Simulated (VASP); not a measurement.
TiIN, 6 atoms in the cell. The structure is orthorhombic, space group Pmmn (No. 59). The conventional cell has a = 3.479 Å, b = 3.898 Å, c = 8.538 Å, α = 90.00°, β = 90.00°, γ = 90.00°. Within 2.7 Å of N (site symmetry mm2) lie 4 Ti at 1.98 to 2.02 Å and 4 N at 2.69 Å. Within 2.6 Å of Ti (site symmetry mm2) lie 4 N at 1.98 to 2.02 Å. Within 3.9 Å of I (site symmetry mm2) lie 2 Ti at 2.78 Å and 5 N at 3.19 to 3.64 Å and 8 I at 3.48 to 3.90 Å. 

- Program: VASP 6.6.1
- Task: single point
- Functional: r2SCAN
- Potentials or basis: VASP PAW PBE potentials, release 64 (N, Ti_sv, I)
- Cutoff: 520 eV
- k mesh: 7 × 7 × 3
- Occupations: fermi-dirac, width 0.0874 eV
- Spin: no spin polarisation
- Dipole correction: no
- Further INCAR settings: ALGO = Normal; EDIFF = 1e-06; NBANDS = 33

Potentials or basis: VASP PAW PBE potentials, release 64 (N, Ti_sv, I).

The run is started by

```sh
$ cat potpaw_PBE.64/N/POTCAR potpaw_PBE.64/Ti_sv/POTCAR potpaw_PBE.64/I/POTCAR > POTCAR
$ cp INCAR.step1 INCAR
$ mpirun -np 1 vasp_std > vasp.out
$ cp INCAR.step2 INCAR
$ mpirun -np 1 vasp_std > vasp.out
```

Hardware: 1 thread of Intel(R) Xeon(R) 6975P-C (Granite Rapids), with other jobs on the host.

**Question.** How long does it take, and how much memory?

**Answer.** It took 3.4 min on 1 thread of Intel(R) Xeon(R) 6975P-C (Granite Rapids), with other jobs on the host, peak memory 0.3 GiB. Counts: k points 32.
